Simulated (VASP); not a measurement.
# Ge (I4/mmm) in VASP: single point with PBE

Aim: the single point of Ge with PBE.

Everything below comes from runs of VASP 6.6.1. Logs are shortened: lines on timing, memory, paths and dates and some standing lists are left out, and cuts for length are marked.

## (1) The cell of the first run

It takes space group I4/mmm (No. 139, tetragonal). Conventional cell: a = 7.053 Å, b = 7.053 Å, c = 4.070 Å, α = 90.00°, β = 90.00°, γ = 90.00°. Ge (site symmetry m2m) has 4 Ge at 2.49 to 2.52 Å within 3.3 Å.

The cell was built from a structure type or drawn by symmetry, and may not be a known phase.

## (2) Single point, PBE

INCAR reads:

```
ALGO = Normal
EDIFF = 1E-7
ENCUT = 520
GGA = PE
ISIF = 2
ISMEAR = 0
LASPH = True
LCHARG = False
LREAL = False
LWAVE = False
NBANDS = 36
NELM = 100
PREC = Accurate
SIGMA = 0.1
```

KPOINTS reads:

```
k-points
0
Gamma
  6 6 6
```

POSCAR reads:

```
Ge
1.0
   -3.5266607000      3.5266607000      2.0351758000
    3.5266607000     -3.5266607000      2.0351758000
    3.5266607000      3.5266607000     -2.0351758000
Ge
4
Direct
    0.6784780000      0.6784780000      0.3569560000
    0.3215220000      0.3215220000      0.6430440000
    0.3215220000      0.6784780000      0.0000000000
    0.6784780000      0.3215220000      0.0000000000
```

Potentials or basis: VASP PAW PBE potentials, release 64 (Ge_d).

On the command line:

```sh
cat potpaw_PBE.64/Ge_d/POTCAR > POTCAR
mpirun -np 1 vasp_std > vasp.out
```

OUTCAR:

```text
EDIFF = 1E-7
   ENCUT = 520
   GGA = PE
   ISIF = 2
   ISMEAR = 0
   LASPH = True
   LREAL = False
   NELM = 100
   PREC = Accurate

 ion  position               nearest neighbor table
   1  0.678  0.678  0.357-   2 2.49   2 2.49   3 2.52   4 2.52
   2  0.322  0.322  0.643-   1 2.49   1 2.49   4 2.52   3 2.52
   3  0.322  0.678  0.000-   4 2.49   4 2.49   2 2.52   1 2.52
   4  0.678  0.322  0.000-   3 2.49   3 2.49   2 2.52   1 2.52

  LATTYP: Found a body centered tetragonal cell.
 ALAT       =     7.0533214000
 C/A-ratio  =     0.5770829612

  Lattice vectors:

 A1 = (  -3.5266607000,   3.5266607000,   2.0351758000)
 A2 = (   3.5266607000,  -3.5266607000,   2.0351758000)
 A3 = (   3.5266607000,   3.5266607000,  -2.0351758000)

Analysis of symmetry for initial positions (statically):
=====================================================================
 Subroutine PRICEL returns:
 Original cell was already a primitive cell.

 Routine SETGRP: Setting up the symmetry group for a
 body centered tetragonal supercell.

 Subroutine GETGRP returns: Found 16 space group operations
 (whereof 16 operations were pure point group operations)
 out of a pool of 16 trial point group operations.

The static configuration has the point symmetry D_4h.

Analysis of symmetry for dynamics (positions and initial velocities):
=====================================================================
 Subroutine PRICEL returns:
 Original cell was already a primitive cell.

 Routine SETGRP: Setting up the symmetry group for a
 body centered tetragonal supercell.

 Subroutine GETGRP returns: Found 16 space group operations
 (whereof 16 operations were pure point group operations)
 out of a pool of 16 trial point group operations.

The dynamic configuration has the point symmetry D_4h.

 Subroutine INISYM returns: Found 16 space group operations
 (whereof 16 operations are pure point group operations),
 and found     1 'primitive' translations

----------------------------------------------------------------------------------------

                                     Primitive cell

  volume of cell :     101.2487

  direct lattice vectors                    reciprocal lattice vectors
    -3.526660700  3.526660700  2.035175800     0.000000000  0.141777177  0.245679022
     3.526660700 -3.526660700  2.035175800     0.141777177  0.000000000  0.245679022
[... 88 lines left out ...]
   NELM   =    100;   NELMIN=  2; NELMDL= -5     # of ELM steps
   EDIFF  = 0.1E-06   stopping-criterion for ELM
   LREAL  =      F    real-space projection
   EDIFFG = 0.1E-05   stopping-criterion for IOM
   NSW    =      0    number of steps for IOM
   IBRION =     -1    ionic relax: 0-MD 1-quasi-New 2-CG
   NFREE  =      0    steps in history (QN), initial steepest desc. (CG)
   ISIF   =      2    stress and relaxation
   ISYM   =      2    0-nonsym 1-usesym 2-fastsym
   POTIM  = 0.5000    time-step for ionic-motion
   TEBEG  =    0.0;   TEEND  =   0.0 temperature during run
   PSTRESS=    0.0 pullay stress
   NELECT =      56.0000    total number of electrons
   NUPDOWN=      -1.0000    fix difference up-down
   EMIN   =  10.00;   EMAX   =-10.00  energy-range for DOS
   EFERMI =   0.00;   METHOD = LEGACY
   ISMEAR =     0;   SIGMA  =   0.10  broadening in eV -4-tet -1-fermi 0-gaus
   EFERMI_NEDOS =   21; number of points for ismear=-14 and -15
   IALGO  =     38    algorithm
   IMIX   =      4    mixing-type and parameters
     AMIX     =   0.40;   BMIX     =  1.00
     AMIX_MAG =   1.60;   BMIX_MAG =  1.00
  volume/ion in A,a.u.               =      25.31       170.81
  Fermi-wavevector in a.u.,A,eV,Ry     =   1.343820  2.539451 24.570108  1.805852
  Thomas-Fermi vector in A             =   2.471863
   LORBIT       =      0    0 simple, 1 ext, 2 COOP (PROOUT), +10 PAW based schemes
   GGA     = PE    functional components
   LHFCALC =     F    Hartree Fock is set to
   AEXX    =    0.0000 exact exchange contribution
   IVDW    =     0    specifies the selected vdW correction
   LEPSILON=     F    determine dielectric tensor
   LRPA    =     F    only Hartree local field effects (RPA)
 non-spin polarized calculation
 Gauss-broadening in eV      SIGMA  =   0.10
  energy-cutoff  :      520.00
  volume of cell :      101.25
 maximum number of plane-waves:      2758
   NGX = 19   NGY = 19   NGZ = 19

 number of electron      55.9999997 magnetization

 Free energy of the ion-electron system (eV)
  ---------------------------------------------------
  ext. energy  EPLUGINS =         0.00000000
  ---------------------------------------------------
  free energy    TOTEN  =       -17.72126148 eV

  energy without entropy =      -17.72060657  energy(sigma->0) =      -17.72093403

 E-fermi :   4.0615     XC(G=0):  -9.3116

 val. band max:        4.0592377031   @ k =   0.5000   0.5000   0.5000
 cond. band min:       4.2435338887   @ k =   0.5000   0.5000   0.5000
 fundamental gap:      0.1842961856
 Fermi energy:         4.0614614718

 k-point     1 :       0.0000    0.0000    0.0000
  band No.  band energies     occupation
      1     -20.7474      2.00000
      2     -20.7474      2.00000
      3     -20.7448      2.00000
      4     -20.7433      2.00000
      5     -20.7181      2.00000
      6     -20.7180      2.00000
[... 925 lines left out ...]
     35       9.9238      0.00000
     36      10.8366      0.00000

 [... further k-points ...]

------------------------ aborting loop because EDIFF is reached ----------------------------------------

  FORCE on cell =-STRESS in cart. coord.  units (eV):
  Direction    XX          YY          ZZ          XY          YZ          ZX
  --------------------------------------------------------------------------------------
  -------------------------------------------------------------------------------------
  Total       -0.0407008     -0.0407008      0.0915687      0.0000000     -0.0000000      0.0000000
  in kB       -0.6440576     -0.6440576      1.4490005      0.0000000     -0.0000000      0.0000000
  external PRESSURE =       0.0536284 kB  Pullay stress =       0.0000000 kB

 VOLUME and BASIS-vectors are now :
 -----------------------------------------------------------------------------
  energy-cutoff  :      520.00
  volume of cell :      101.25
      direct lattice vectors                 reciprocal lattice vectors
    -3.526660700  3.526660700  2.035175800     0.000000000  0.141777177  0.245679022
     3.526660700 -3.526660700  2.035175800     0.141777177  0.000000000  0.245679022
     3.526660700  3.526660700 -2.035175800     0.141777177  0.141777177  0.000000000

 POSITION                                       TOTAL-FORCE (eV/Angst)
 -----------------------------------------------------------------------------------
      1.25886      1.25886      2.03518         0.014046      0.014046     -0.000000
      2.26780      2.26780      0.00000        -0.014046     -0.014046      0.000000
      1.25886     -1.25886      2.03518         0.014046     -0.014046      0.000000
     -1.25886      1.25886      2.03518        -0.014046      0.014046      0.000000
 -----------------------------------------------------------------------------------
    total drift:                                0.000000      0.000000     -0.000000

  FREE ENERGIE OF THE ION-ELECTRON SYSTEM (eV)
  ---------------------------------------------------
  free  energy   TOTEN  =       -17.7212614777 eV

  energy  without entropy=      -17.7206065735  energy(sigma->0) =      -17.72093403
```

Run time: 89 s. Hardware: 1 thread of AMD EPYC 7R13 (Zen 3), shared host; peak memory 0.24 GiB.

Results:

```
Free energy            : -17.7213 eV
Pressure               : 0.0 GPa
Largest force          : 0.020 eV/Å
Band gap on the k mesh : zero (filled and empty bands touch)
```

Forces on the atoms (eV/Å):
```
Ge   0.014  0.014  0.000
Ge  -0.014 -0.014  0.000
Ge   0.014 -0.014  0.000
Ge  -0.014  0.014  0.000
```

Stress tensor (GPa, compression positive):
```
-0.06  0.00  0.00
 0.00 -0.06  0.00
 0.00  0.00  0.14
```

Levels at points of the mesh, in eV from the Fermi level:
| k point | band 24 | band 25 | band 26 | band 27 | band 28 | band 29 | band 30 | band 31 | band 32 | band 33 |
| --- | --- | --- | --- | --- | --- | --- | --- | --- | --- | --- |
| (0.00, 0.00, 0.00) | -6.30 | -3.36 | -1.41 | -1.41 | -0.49 | 0.57 | 0.57 | 1.79 | 2.55 | 2.55 |
| (0.50, 0.00, 0.00) | -6.84 | -4.03 | -3.31 | -2.26 | -1.43 | 0.94 | 1.68 | 3.44 | 3.64 | 3.89 |
| (0.50, 0.50, 0.00) | -5.87 | -2.64 | -1.89 | -1.79 | -1.50 | 0.78 | 1.83 | 1.85 | 3.77 | 4.80 |
| (0.50, 0.50, 0.50) | -4.55 | -2.83 | -0.51 | -0.11 | 0.00 | 0.00 | 0.18 | 3.33 | 4.49 | 4.71 |

Caveat: semilocal functionals underestimate gaps, so a narrow gap can read as zero.
